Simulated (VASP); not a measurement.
# SrCl2 (Imm2) in VASP: single point with PBE

Aim: the single point of SrCl2 with PBE.

All numbers are computed with VASP 6.6.1; they aren't measurements. Logs are shortened: lines on timing, memory, paths and dates and some standing lists are left out, and cuts for length are marked.

## (1) The cell of the first run

Symmetry: Imm2, No. 44, orthorhombic system. Conventional cell: a = 4.929 Å, b = 4.929 Å, c = 6.971 Å, α = 90.00°, β = 90.00°, γ = 90.00°. Sr (site symmetry mm2) has 8 Cl at 2.93 to 3.11 Å within 3.9 Å. Within 4.0 Å of Cl (site symmetry mm2) lie 4 Sr at 3.02 Å and 6 Cl at 3.34 to 3.64 Å. Cl (site symmetry mm2) has 4 Sr at 2.93 to 3.11 Å and 6 Cl at 3.34 to 3.64 Å within 3.9 Å.

## (2) Single point, PBE (one atom moved)

INCAR

```
PREC = Accurate ; ENCUT = 520
EDIFF = 1E-7 ; ISMEAR = 0
SIGMA = 0.02 ; LREAL = False
LASPH = True ; NELM = 100
ALGO = Normal ; ISIF = 2
LWAVE = False ; LCHARG = False
GGA = PE ; NBANDS = 19
```

KPOINTS

```
Automatic mesh
0
Gamma
  6 6 6
```

POSCAR

```
SrCl2
1.0
    0.0000000000      3.4855000000      3.4855000000
    3.4855000000      0.0000000000      3.4855000000
    3.4855000000      3.4855000000      0.0000000000
Sr Cl
1 2
Direct
    0.0000000000      0.0000000000      0.0000000000
    0.2500000000      0.2500000000      0.2500000000
    0.7715177163      0.7715177163      0.7284822837
```

Potentials or basis: VASP PAW PBE potentials, release 64 (Sr_sv, Cl).

The run is started by

```
$ cat potpaw_PBE.64/Sr_sv/POTCAR potpaw_PBE.64/Cl/POTCAR > POTCAR
$ mpirun -np 1 vasp_std > vasp.out
```

OUTCAR:

```text
PREC = Accurate
   ENCUT = 520
   EDIFF = 1E-7
   ISMEAR = 0
   LREAL = False
   LASPH = True
   NELM = 100
   ISIF = 2
   GGA = PE

 ion  position               nearest neighbor table
   1  0.000  0.000  0.000-   3 2.93   3 2.93   2 3.02   2 3.02   2 3.02   2 3.02   3 3.11   3 3.11

   2  0.250  0.250  0.250-   1 3.02   1 3.02   1 3.02   1 3.02
   3  0.772  0.772  0.728-   1 2.93   1 2.93   1 3.11   1 3.11

  LATTYP: Found a face centered cubic cell.
 ALAT       =     6.9710000000

  Lattice vectors:

 A1 = (   0.0000000000,   3.4855000000,   3.4855000000)
 A2 = (   3.4855000000,   0.0000000000,   3.4855000000)
 A3 = (   3.4855000000,   3.4855000000,   0.0000000000)

Analysis of symmetry for initial positions (statically):
[... 5 lines left out ...]
 face centered cubic supercell.

 Subroutine GETGRP returns: Found  4 space group operations
 (whereof  4 operations were pure point group operations)
 out of a pool of 48 trial point group operations.

The static configuration has the point symmetry C_2v.

Analysis of symmetry for dynamics (positions and initial velocities):
[... 5 lines left out ...]
 face centered cubic supercell.

 Subroutine GETGRP returns: Found  4 space group operations
 (whereof  4 operations were pure point group operations)
 out of a pool of 48 trial point group operations.

The dynamic configuration has the point symmetry C_2v.

 Subroutine INISYM returns: Found  4 space group operations
 (whereof  4 operations are pure point group operations),
 and found     1 'primitive' translations

----------------------------------------------------------------------------------------

                                     Primitive cell

  volume of cell :      84.6887

  direct lattice vectors                    reciprocal lattice vectors
     0.000000000  3.485500000  3.485500000    -0.143451442  0.143451442  0.143451442
     3.485500000  0.000000000  3.485500000     0.143451442 -0.143451442  0.143451442
     3.485500000  3.485500000  0.000000000     0.143451442  0.143451442 -0.143451442

  length of vectors
     4.929241372  4.929241372  4.929241372     0.248465185  0.248465185  0.248465185

  position of ions in fractional coordinates (direct lattice)
     0.000000000  0.000000000  0.000000000
     0.250000000  0.250000000  0.250000000
     0.771517716  0.771517716  0.728482284

  ion indices of the primitive-cell ions
   primitive index   ion index
                 1           1
                 2           2
                 3           3

----------------------------------------------------------------------------------------

 KPOINTS: Automatic mesh
[... 62 lines left out ...]
   ISPIN  =      1    spin polarized calculation?
   LNONCOLLINEAR =      F non collinear calculations
   LSORBIT =      F    spin-orbit coupling
   LASPH  =      T    aspherical Exc in radial PAW
   ENCUT  =  520.0 eV  38.22 Ry    6.18 a.u.   9.17  9.17  9.17*2*pi/ulx,y,z
   NELM   =    100;   NELMIN=  2; NELMDL= -5     # of ELM steps
   EDIFF  = 0.1E-06   stopping-criterion for ELM
   LREAL  =      F    real-space projection
   EDIFFG = 0.1E-05   stopping-criterion for IOM
   NSW    =      0    number of steps for IOM
   IBRION =     -1    ionic relax: 0-MD 1-quasi-New 2-CG
   NFREE  =      0    steps in history (QN), initial steepest desc. (CG)
   ISIF   =      2    stress and relaxation
   ISYM   =      2    0-nonsym 1-usesym 2-fastsym
   POTIM  = 0.5000    time-step for ionic-motion
   TEBEG  =    0.0;   TEEND  =   0.0 temperature during run
   PSTRESS=    0.0 pullay stress
   NELECT =      24.0000    total number of electrons
   NUPDOWN=      -1.0000    fix difference up-down
   EMIN   =  10.00;   EMAX   =-10.00  energy-range for DOS
   EFERMI =   0.00;   METHOD = LEGACY
   ISMEAR =     0;   SIGMA  =   0.02  broadening in eV -4-tet -1-fermi 0-gaus
   EFERMI_NEDOS =   21; number of points for ismear=-14 and -15
   IALGO  =     38    algorithm
   IMIX   =      4    mixing-type and parameters
     AMIX     =   0.40;   BMIX     =  1.00
     AMIX_MAG =   1.60;   BMIX_MAG =  1.00
  volume/ion in A,a.u.               =      28.23       190.50
  Fermi-wavevector in a.u.,A,eV,Ry     =   1.075318  2.032056 15.732530  1.156308
  Thomas-Fermi vector in A             =   2.211171
   LORBIT       =      0    0 simple, 1 ext, 2 COOP (PROOUT), +10 PAW based schemes
   GGA     = PE    functional components
   LHFCALC =     F    Hartree Fock is set to
   AEXX    =    0.0000 exact exchange contribution
   IVDW    =     0    specifies the selected vdW correction
   LEPSILON=     F    determine dielectric tensor
   LRPA    =     F    only Hartree local field effects (RPA)
 non-spin polarized calculation
 Gauss-broadening in eV      SIGMA  =   0.02
  energy-cutoff  :      520.00
  volume of cell :       84.69
 maximum number of plane-waves:      2301
 NGX is ok and might be reduce to    40
   NGX = 19   NGY = 19   NGZ = 19

 number of electron      24.0000001 magnetization

 Free energy of the ion-electron system (eV)
  ---------------------------------------------------
  ext. energy  EPLUGINS =         0.00000000
  ---------------------------------------------------
  free energy    TOTEN  =       -12.74885076 eV

  energy without entropy =      -12.74885076  energy(sigma->0) =      -12.74885076

 E-fermi :   0.3801     XC(G=0):  -8.2909

 val. band max:        0.1893506827   @ k =   0.5000   0.5000   0.0000
 cond. band min:       5.5029082917   @ k =   0.0000   0.0000   0.0000
 fundamental gap:      5.3135576090
 Fermi energy:         0.3801376344

 k-point     1 :       0.0000    0.0000    0.0000
  band No.  band energies     occupation
      1     -32.7034      2.00000
      2     -14.7027      2.00000
      3     -14.7008      2.00000
      4     -14.6978      2.00000
      5     -13.1478      2.00000
      6     -12.2827      2.00000
[... 505 lines left out ...]
      6     -12.4176      2.00000
[... 11 lines left out ...]
     18       8.8743      0.00000
     19      10.0759      0.00000

 [... further k-points ...]
[... 5 lines left out ...]
  --------------------------------------------------------------------------------------
  -------------------------------------------------------------------------------------
  Total        0.6875702      0.6875702      0.7791428      0.3910970      0.0000000      0.0000000
  in kB       13.0077561     13.0077561     14.7401666      7.3989443      0.0000000      0.0000000
  external PRESSURE =      13.5852263 kB  Pullay stress =       0.0000000 kB

 VOLUME and BASIS-vectors are now :
 -----------------------------------------------------------------------------
  energy-cutoff  :      520.00
  volume of cell :       84.69
      direct lattice vectors                 reciprocal lattice vectors
     0.000000000  3.485500000  3.485500000    -0.143451442  0.143451442  0.143451442
     3.485500000  0.000000000  3.485500000     0.143451442 -0.143451442  0.143451442
     3.485500000  3.485500000  0.000000000     0.143451442  0.143451442 -0.143451442

 POSITION                                       TOTAL-FORCE (eV/Angst)
 -----------------------------------------------------------------------------------
      0.00000      0.00000      0.00000         0.000000      0.000000      0.207016
      1.74275      1.74275      1.74275        -0.000000     -0.000000      0.221746
      5.22825      5.22825      5.37825        -0.000000     -0.000000     -0.428762
 -----------------------------------------------------------------------------------
    total drift:                               -0.000000     -0.000000      0.000129

  FREE ENERGIE OF THE ION-ELECTRON SYSTEM (eV)
  ---------------------------------------------------
  free  energy   TOTEN  =       -12.7488507584 eV

  energy  without entropy=      -12.7488507584  energy(sigma->0) =      -12.74885076
```

stdout:

```text
POSCAR found type information on POSCAR SrCl
 POSCAR found :  2 types and       3 ions
 scaLAPACK will be used
 LDA part: xc-table for (Slater+PW92), standard interpolation
 POSCAR, INCAR and KPOINTS ok, starting setup
 FFT: planning ... GRIDC
 FFT: planning ... GRID_SOFT
 FFT: planning ... GRID
 WAVECAR not read
 entering main loop
```

Run time: 2.7 min. Hardware: 1 thread of Intel Xeon 8259CL, shared host; peak memory 0.27 GiB.

Results:

- Free energy: -12.7489 eV
- Pressure: 1.4 GPa
- Largest force: 0.429 eV/Å
- Band gap on the k mesh: 5.31 eV, indirect (least direct gap 5.49 eV)

Forces on the atoms (eV/Å):
```
Sr   0.000  0.000  0.207
Cl   0.000  0.000  0.222
Cl   0.000  0.000 -0.429
```

Levels at points of the mesh, in eV from the valence-band top:
```
           k point  band 9  band 10  band 11  band 12  band 13  band 14  band 15  band 16
(0.00, 0.00, 0.00)   -2.09    -0.38    -0.36    -0.33     5.31     6.07     6.11     8.90
(0.50, 0.00, 0.00)   -1.44    -1.37    -1.10    -0.88     6.63     6.78     7.50     7.99
(0.00, 0.00, 0.50)   -1.40    -1.32    -1.19    -1.03     6.59     6.75     7.37     7.82
(0.50, 0.50, 0.00)   -1.89    -0.51    -0.35     0.00     5.49     7.01     7.57     7.84
(0.00, 0.50, 0.50)   -1.89    -0.46    -0.39    -0.02     5.51     7.02     7.56     7.93
```

Caveat: the cell differs from its parent crystal (one atom moved). A k mesh can miss the band edges.
